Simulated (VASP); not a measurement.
# SnTe (CsCl type) (Pm-3m) in VASP: a series of runs

Runs on SnTe (CsCl type). Level: PBE. Tasks: relaxation of cell and atoms.

Everything below comes from runs of VASP 6.6.1. Logs are shortened: lines on timing, memory, paths and dates and some standing lists are left out, and cuts for length are marked.

**1. The cell of the first run**

It takes space group Pm-3m (No. 221, cubic). The conventional cell has a = 3.594 Å, b = 3.594 Å, c = 3.594 Å, α = 90.00°, β = 90.00°, γ = 90.00°. Within 4.1 Å of Sn (site symmetry m-3m) lie 8 Te at 3.11 Å and 6 Sn at 3.59 Å. Within 4.1 Å of Te (site symmetry m-3m) lie 8 Sn at 3.11 Å and 6 Te at 3.59 Å.

**2. Relaxation of cell and atoms, PBE, target pressure 17 GPa, at which the enthalpy is minimised**

File INCAR:

```
  ALGO = Normal
  EDIFF = 1E-7
  EDIFFG = -0.005
  ENCUT = 600
  GGA = PE
  IBRION = 2
  ISIF = 3
  ISMEAR = -1
  LASPH = True
  LCHARG = False
  LREAL = False
  LWAVE = False
  NELM = 100
  NSW = 32
  PREC = Accurate
  PSTRESS = 170.0
  SIGMA = 0.1
```

File KPOINTS:

```
k-points
0
Gamma
  13 13 13
```

File POSCAR:

```
SnTe
1.0
    3.5938053108      0.0000000000      0.0000000000
    0.0000000000      3.5938053108      0.0000000000
    0.0000000000      0.0000000000      3.5938053108
Sn Te
1 1
Direct
    0.0000000000      0.0000000000      0.0000000000
    0.5000000000      0.5000000000      0.5000000000
```

Potentials or basis: VASP PAW PBE potentials, release 64 (Sn_d, Te).

Run with:

```
$ cat potpaw_PBE.64/Sn_d/POTCAR potpaw_PBE.64/Te/POTCAR > POTCAR
$ mpirun -np 1 vasp_std > vasp.out
```

OUTCAR:

```text
EDIFF = 1E-7
   EDIFFG = -0.005
   ENCUT = 600
   GGA = PE
   IBRION = 2
   ISIF = 3
   ISMEAR = -1
   LASPH = True
   LREAL = False
   NELM = 100
   NSW = 32
   PREC = Accurate
   PSTRESS = 170.0

 ion  position               nearest neighbor table
   1  0.000  0.000  0.000-   2 3.11   2 3.11   2 3.11   2 3.11   2 3.11   2 3.11   2 3.11   2 3.11

   2  0.500  0.500  0.500-   1 3.11   1 3.11   1 3.11   1 3.11   1 3.11   1 3.11   1 3.11   1 3.11

  LATTYP: Found a simple cubic cell.
 ALAT       =     3.5938053108

  Lattice vectors:

 A1 = (   3.5938053108,   0.0000000000,   0.0000000000)
 A2 = (   0.0000000000,   3.5938053108,   0.0000000000)
 A3 = (   0.0000000000,   0.0000000000,   3.5938053108)

Analysis of symmetry for initial positions (statically):
=====================================================================
 Subroutine PRICEL returns:
 Original cell was already a primitive cell.

 Routine SETGRP: Setting up the symmetry group for a
 simple cubic supercell.

 Subroutine GETGRP returns: Found 48 space group operations
 (whereof 48 operations were pure point group operations)
 out of a pool of 48 trial point group operations.

The static configuration has the point symmetry O_h .

Analysis of symmetry for dynamics (positions and initial velocities):
=====================================================================
 Subroutine PRICEL returns:
 Original cell was already a primitive cell.

 Routine SETGRP: Setting up the symmetry group for a
 simple cubic supercell.

 Subroutine GETGRP returns: Found 48 space group operations
 (whereof 48 operations were pure point group operations)
 out of a pool of 48 trial point group operations.

The dynamic configuration has the point symmetry O_h .

 Subroutine INISYM returns: Found 48 space group operations
 (whereof 48 operations are pure point group operations),
 and found     1 'primitive' translations

----------------------------------------------------------------------------------------

                                     Primitive cell

  volume of cell :      46.4156

  direct lattice vectors                    reciprocal lattice vectors
     3.593805311  0.000000000  0.000000000     0.278256587  0.000000000  0.000000000
     0.000000000  3.593805311  0.000000000     0.000000000  0.278256587  0.000000000
     0.000000000  0.000000000  3.593805311     0.000000000  0.000000000  0.278256587

  length of vectors
     3.593805311  3.593805311  3.593805311     0.278256587  0.278256587  0.278256587

  position of ions in fractional coordinates (direct lattice)
     0.000000000  0.000000000  0.000000000
     0.500000000  0.500000000  0.500000000

  ion indices of the primitive-cell ions
   primitive index   ion index
                 1           1
                 2           2

----------------------------------------------------------------------------------------

 KPOINTS: k-points

Automatic generation of k-mesh.
 Grid dimensions read from file:
 generate k-points for:   13   13   13

 Generating k-lattice:

  Cartesian coordinates                     Fractional coordinates (reciprocal lattice)
     0.021404353  0.000000000  0.000000000     0.076923077  0.000000000  0.000000000
     0.000000000  0.021404353  0.000000000     0.000000000  0.076923077  0.000000000
     0.000000000  0.000000000  0.021404353     0.000000000  0.000000000  0.076923077

  Length of vectors
     0.021404353  0.021404353  0.021404353

  Shift w.r.t. Gamma in fractional coordinates (k-lattice)
     0.000000000  0.000000000  0.000000000

 Subroutine IBZKPT returns following result:
 ===========================================

 Found     84 irreducible k-points:

 Following reciprocal coordinates:
            Coordinates               Weight
  0.000000  0.000000  0.000000      1.000000
  0.076923  0.000000  0.000000      6.000000
  0.153846  0.000000  0.000000      6.000000
  0.230769  0.000000  0.000000      6.000000
  0.307692  0.000000  0.000000      6.000000
  0.384615  0.000000  0.000000      6.000000
[... 16 lines left out ...]
  0.307692  0.307692  0.000000     12.000000
  0.384615  0.307692  0.000000     24.000000
 [... further k-points ...]
   k-points           NKPTS =     84   k-points in BZ     NKDIM =     84   number of bands    NBANDS=     14
   number of dos      NEDOS =    301   number of ions     NIONS =      2
   total plane-waves  NPLWV =  27000
   dimension x,y,z NGX =    30 NGY =   30 NGZ =   30
   dimension x,y,z NGXF=    60 NGYF=   60 NGZF=   60
   ions per type =               1   1
   NGX,Y,Z   is equivalent  to a cutoff of  13.88, 13.88, 13.88 a.u.
   NGXF,Y,Z  is equivalent  to a cutoff of  27.76, 27.76, 27.76 a.u.
 SYSTEM =  unknown system
   PREC   = accura    normal or accurate (medium, high low for compatibility)
   ISTART =      0    job   : 0-new  1-cont  2-samecut
   ICHARG =      2    charge: 1-file 2-atom 10-const
   ISPIN  =      1    spin polarized calculation?
   LNONCOLLINEAR =      F non collinear calculations
   LSORBIT =      F    spin-orbit coupling
   LASPH  =      T    aspherical Exc in radial PAW
   ENCUT  =  600.0 eV  44.10 Ry    6.64 a.u.   7.18  7.18  7.18*2*pi/ulx,y,z
   NELM   =    100;   NELMIN=  2; NELMDL= -5     # of ELM steps
   EDIFF  = 0.1E-06   stopping-criterion for ELM
   LREAL  =      F    real-space projection
   EDIFFG = -.5E-02   stopping-criterion for IOM
   NSW    =     32    number of steps for IOM
   IBRION =      2    ionic relax: 0-MD 1-quasi-New 2-CG
   NFREE  =      1    steps in history (QN), initial steepest desc. (CG)
   ISIF   =      3    stress and relaxation
   ISYM   =      2    0-nonsym 1-usesym 2-fastsym
   POTIM  = 0.5000    time-step for ionic-motion
   TEBEG  =    0.0;   TEEND  =   0.0 temperature during run
   PSTRESS=  170.0 pullay stress
   NELECT =      20.0000    total number of electrons
   NUPDOWN=      -1.0000    fix difference up-down
   EMIN   =  10.00;   EMAX   =-10.00  energy-range for DOS
   EFERMI =   0.00;   METHOD = LEGACY
   ISMEAR =    -1;   SIGMA  =   0.10  broadening in eV -4-tet -1-fermi 0-gaus
   EFERMI_NEDOS =   21; number of points for ismear=-14 and -15
   IALGO  =     38    algorithm
   IMIX   =      4    mixing-type and parameters
     AMIX     =   0.40;   BMIX     =  1.00
     AMIX_MAG =   1.60;   BMIX_MAG =  1.00
  volume/ion in A,a.u.               =      23.21       156.61
  Fermi-wavevector in a.u.,A,eV,Ry     =   1.236508  2.336661 20.802657  1.528952
  Thomas-Fermi vector in A             =   2.371114
   LORBIT       =      0    0 simple, 1 ext, 2 COOP (PROOUT), +10 PAW based schemes
   GGA     = PE    functional components
   LHFCALC =     F    Hartree Fock is set to
   AEXX    =    0.0000 exact exchange contribution
   IVDW    =     0    specifies the selected vdW correction
   LEPSILON=     F    determine dielectric tensor
   LRPA    =     F    only Hartree local field effects (RPA)
 conjugate gradient relaxation of ions
 non-spin polarized calculation
  energy-cutoff  :      600.00
  volume of cell :       46.42
 maximum number of plane-waves:      1568
 NGX is ok and might be reduce to    30
   NGX = 15   NGY = 15   NGZ = 15

 number of electron      20.0000005 magnetization

 Free energy of the ion-electron system (eV)
  ---------------------------------------------------
  ext. energy  EPLUGINS =         0.00000000
  ---------------------------------------------------
  free energy    TOTEN  =        -6.58310393 eV

  energy without entropy =       -6.55259985  energy(sigma->0) =       -6.56785189

 E-fermi :  10.5512     XC(G=0): -11.0513

 val. band max:       10.4708295273   @ k =   0.4615   0.4615   0.0769
 cond. band min:      10.5527710105   @ k =   0.2308   0.0769   0.0769
 fundamental gap:      0.0819414832
 Fermi energy:        10.5511536487

 k-point     1 :       0.0000    0.0000    0.0000
  band No.  band energies     occupation
      1     -11.2280      2.00000
      2     -11.2280      2.00000
      3     -11.1438      2.00000
      4     -11.1438      2.00000
      5     -11.1438      2.00000
      6      -3.8414      2.00000
      7       6.0845      2.00000
      8       8.0610      2.00000
      9       8.0610      2.00000
     10       8.0610      2.00000
     11      13.4397      0.00000
     12      13.4397      0.00000
     13      17.6822      0.00000
     14      17.6822      0.00000

 k-point     2 :       0.0769    0.0000    0.0000
  band No.  band energies     occupation
      1     -11.2278      2.00000
      2     -11.2235      2.00000
      3     -11.1456      2.00000
      4     -11.1456      2.00000
      5     -11.1437      2.00000
      6      -3.7774      2.00000
      7       5.6226      2.00000
      8       8.1341      2.00000
      9       8.1341      2.00000
     10       8.2504      2.00000
     11      13.4944      0.00000
     12      13.8831      0.00000
     13      17.3006      0.00000
     14      17.3709      0.00000

 k-point     3 :       0.1538    0.0000    0.0000
  band No.  band energies     occupation
      1     -11.2271      2.00000
      2     -11.2109      2.00000
      3     -11.1505      2.00000
      4     -11.1505      2.00000
      5     -11.1435      2.00000
      6      -3.5871      2.00000
      7       4.6262      2.00000
      8       8.3503      2.00000
      9       8.3503      2.00000
     10       8.6017      2.00000
     11      13.6581      0.00000
     12      14.9446      0.00000
     13      16.4851      0.00000
     14      16.5657      0.00000

 k-point     4 :       0.2308    0.0000    0.0000
  band No.  band energies     occupation
      1     -11.2262      2.00000
      2     -11.1931      2.00000
      3     -11.1574      2.00000
      4     -11.1574      2.00000
      5     -11.1431      2.00000
      6      -3.2781      2.00000
      7       3.4909      2.00000
      8       8.6998      2.00000
      9       8.6998      2.00000
     10       9.0118      2.00000
     11      13.9294      0.00000
     12      14.8856      0.00000
     13      15.5305      0.00000
     14      15.5305      0.00000

 k-point     5 :       0.3077    0.0000    0.0000
  band No.  band energies     occupation
      1     -11.2252      2.00000
      2     -11.1742      2.00000
      3     -11.1647      2.00000
      4     -11.1647      2.00000
      5     -11.1427      2.00000
      6      -2.8698      2.00000
      7       2.3940      2.00000
      8       9.1598      2.00000
      9       9.1598      2.00000
     10       9.5077      1.99994
     11      13.7977      0.00000
[... 276 lines left out ...]
 k-point    22 :       0.4615    0.2308    0.0000
  band No.  band energies     occupation
      1     -11.2012      2.00000
      2     -11.1970      2.00000
      3     -11.1710      2.00000
      4     -11.1533      2.00000
      5     -11.1335      2.00000
      6      -1.5410      2.00000
      7       1.4886      2.00000
      8       6.4693      2.00000
      9       8.0576      2.00000
     10      10.4087      1.61199
     11      13.1959      0.00000
     12      13.4442      0.00000
     13      14.2842      0.00000
     14      17.7920      0.00000

 k-point    23 :       0.3077    0.3077    0.0000
  band No.  band energies     occupation
      1     -11.1983      2.00000
      2     -11.1949      2.00000
      3     -11.1623      2.00000
      4     -11.1598      2.00000
      5     -11.1427      2.00000
      6      -1.9280      2.00000
      7       2.7844      2.00000
      8       4.9061      2.00000
      9       8.7254      2.00000
     10      10.0117      1.99096
     11      12.5585      0.00000
     12      14.3393      0.00000
     13      15.6704      0.00000
     14      17.9318      0.00000

 k-point    24 :       0.3846    0.3077    0.0000
  band No.  band energies     occupation
      1     -11.2044      2.00000
      2     -11.1940      2.00000
      3     -11.1665      2.00000
      4     -11.1598      2.00000
      5     -11.1291      2.00000
      6      -1.5069      2.00000
      7       2.3954      2.00000
      8       4.9284      2.00000
      9       7.6213      2.00000
     10      10.3631      1.73536
     11      13.1350      0.00000
     12      14.0626      0.00000
     13      15.2418      0.00000
     14      18.0346      0.00000

 [... further k-points ...]

------------------------ aborting loop because EDIFF is reached ----------------------------------------

  FORCE on cell =-STRESS in cart. coord.  units (eV):
  Direction    XX          YY          ZZ          XY          YZ          ZX
  --------------------------------------------------------------------------------------
  -------------------------------------------------------------------------------------
  Total        4.9272673      4.9272673      4.9272673     -0.0000000     -0.0000000     -0.0000000
  in kB      170.0799292    170.0799292    170.0799292     -0.0000000     -0.0000000     -0.0000000
  external PRESSURE =       0.0799292 kB  Pullay stress =     170.0000000 kB

 VOLUME and BASIS-vectors are now :
 -----------------------------------------------------------------------------
  energy-cutoff  :      600.00
  volume of cell :       46.42
      direct lattice vectors                 reciprocal lattice vectors
     3.593805311  0.000000000  0.000000000     0.278256587  0.000000000  0.000000000
     0.000000000  3.593805311  0.000000000     0.000000000  0.278256587  0.000000000
     0.000000000  0.000000000  3.593805311     0.000000000  0.000000000  0.278256587

 POSITION                                       TOTAL-FORCE (eV/Angst)
 -----------------------------------------------------------------------------------
      0.00000      0.00000      0.00000         0.000000      0.000000      0.000000
      1.79690      1.79690      1.79690         0.000000      0.000000      0.000000
 -----------------------------------------------------------------------------------
    total drift:                               -0.000000     -0.000000     -0.000000

  FREE ENERGIE OF THE ION-ELECTRON SYSTEM (eV)
  ---------------------------------------------------
  free  energy   TOTEN  =        -6.5831039296 eV

  energy  without entropy=       -6.5525998484  energy(sigma->0) =       -6.56785189

  enthalpy is  TOTEN    =        -1.6581522098 eV   P V=        4.9249517198

 reached required accuracy - stopping structural energy minimisation
```

Wall time 36 s (1 thread of AMD EPYC 9R45 (Zen 5), shared host); peak memory 0.19 GiB.

Results:

```yaml
Free_energy: -6.5831 eV
Pressure_after_relaxing: 17.0 GPa
Band_gap_on_the_k_mesh: zero (bands 10 and 11 overlap by 3.12 eV)
```

Final structure:
```
Sn Te
1.0
     3.59381    0.00000    0.00000
     0.00000    3.59381    0.00000
     0.00000    0.00000    3.59381
Sn Te
1 1
Direct
  0.00000 0.00000 0.00000
  0.50000 0.50000 0.50000
```

Caveat: the relaxation stopped at its first step, so nothing moved; the cell is relaxed towards a set pressure, so the run minimises the enthalpy, not the energy; spin-orbit coupling is left out, which moves the levels of the heavy elements.

**3. Relaxation of cell and atoms, PBE, target pressure 17 GPa, at which the enthalpy is minimised**

This run uses another cell than the first one, of 24.55 Å³/atom.

File INCAR:

```
SYSTEM = SnTe
PREC = Accurate
ENCUT = 600
EDIFF = 1E-6
ISMEAR = -1
SIGMA = 0.1
LREAL = .FALSE.
LASPH = .TRUE.
NELM = 80
ALGO = Normal
ISIF = 3
LWAVE = .FALSE.
LCHARG = .FALSE.
GGA = PE
IBRION = 2
NSW = 60
EDIFFG = -0.005
PSTRESS = 170.0
```

File KPOINTS:

```
regular mesh
0
G
  13 13 13
  0 0 0
```

File POSCAR:

```
SnTe
1.0
    3.6616942590      0.0000000000      0.0000000000
    0.0000000000      3.6616942590      0.0000000000
    0.0000000000      0.0000000000      3.6616942590
Sn Te
1 1
Direct
    0.0000000000      0.0000000000      0.0000000000
    0.5000000000      0.5000000000      0.5000000000
```

Potentials or basis: VASP PAW PBE potentials, release 64 (Sn_d, Te).

Run with:

```
$ cat potpaw_PBE.64/Sn_d/POTCAR potpaw_PBE.64/Te/POTCAR > POTCAR
$ mpirun -np 1 vasp_std > vasp.out
```

Run time: 1.9 min. Hardware: 1 thread of AMD EPYC 9R45 (Zen 5), shared host; peak memory 0.21 GiB.

Results (log left out):

```
Free energy                                                : -6.5849 eV
Relaxed volume                                             : 23.22 Å³/atom
Relaxed cell                                               : a = 3.594 Å, b = 3.594 Å, c = 3.594 Å, α = 90.00°, β = 90.00°, γ = 90.00°
Space group after relaxing (to 0.1 Å)                      : Pm-3m (No. 221)
Energy change on relaxing (the run minimises the enthalpy) : +116.3 meV/atom
Ionic steps                                                : 6
Pressure after relaxing                                    : 17.0 GPa
Band gap on the k mesh                                     : zero (bands 10 and 11 overlap by 3.12 eV)
```

The path:
```
step  energy change (eV)  largest force (eV/Å)  pressure (GPa)  volume (Å³)
   1              0.0000                0.0000           11.25        49.10
   2              0.6816                0.0000           26.79        43.10
   3              0.2278                0.0000           16.94        46.48
   4              0.2333                0.0000           17.04        46.42
   5              0.2292                0.0000           16.90        46.46
   6              0.2326                0.0000           17.01        46.43
```

Final structure:
```
CELL_PARAMETERS angstrom
3.59419 0.00000 0.00000
0.00000 3.59419 0.00000
0.00000 0.00000 3.59419
ATOMIC_POSITIONS crystal
Sn 0.00000 0.00000 0.00000
Te 0.50000 0.50000 0.50000
```

Levels at points of the mesh, in eV from the Fermi level:
```
           k point  band 8  band 9  band 10  band 11  band 12  band 13
(0.00, 0.00, 0.00)   -2.49   -2.49    -2.49     2.89     2.89     7.13
```

Caveat: the cell is relaxed towards a set pressure, so the run minimises the enthalpy, not the energy; spin-orbit coupling is left out, which moves the levels of the heavy elements.

The gap in the log of VASP goes by the Fermi energy; the results here count the filled bands.